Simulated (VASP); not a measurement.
Wanted: the native input for a VASP 6.6.1 run.

- Task: single point
- Functional: PBE
- Potentials or basis: VASP PAW PBE potentials, release 64 (Li_sv)
- Cutoff: 520 eV
- k mesh: 16 × 16 × 16
- Occupations: fermi-dirac, width 0.05 eV
- Spin: no spin polarisation
- Dipole correction: no
- Further INCAR settings: ALGO = Normal; EDIFF = 1e-06; NBANDS = 8

The structure of Li lies in POSCAR:

```
Li
1.0
    0.0000000000      2.2201991724      2.2201991724
    2.2201991724      0.0000000000      2.2201991724
    2.2201991724      2.2201991724      0.0000000000
Li
1
Direct
    0.0000000000      0.0000000000      0.0000000000
```

This cell differs from its parent crystal: volume scaled by 1.025.

The input as run:

INCAR

```
SYSTEM = Li
  PREC = Accurate
  ENCUT = 520
  EDIFF = 1E-6
  ISMEAR = -1
  SIGMA = 0.05
  LREAL = .FALSE.
  LASPH = .TRUE.
  NELM = 80
  ALGO = Normal
  ISIF = 2
  LWAVE = .FALSE.
  LCHARG = .TRUE.
  GGA = PE
  LELF = .TRUE.
  LVHAR = .TRUE.
  NBANDS = 8
```

KPOINTS

```
regular mesh
0
G
  16 16 16
  0 0 0
```

Potentials or basis: VASP PAW PBE potentials, release 64 (Li_sv).

The run is started by

```console
$ cat potpaw_PBE.64/Li_sv/POTCAR > POTCAR
$ mpirun -np 1 vasp_std > vasp.out
```

Run time: 4.9 s on 1 thread of Intel(R) Xeon(R) 6975P-C (Granite Rapids), with other jobs on the host, peak memory 0.13 GiB.
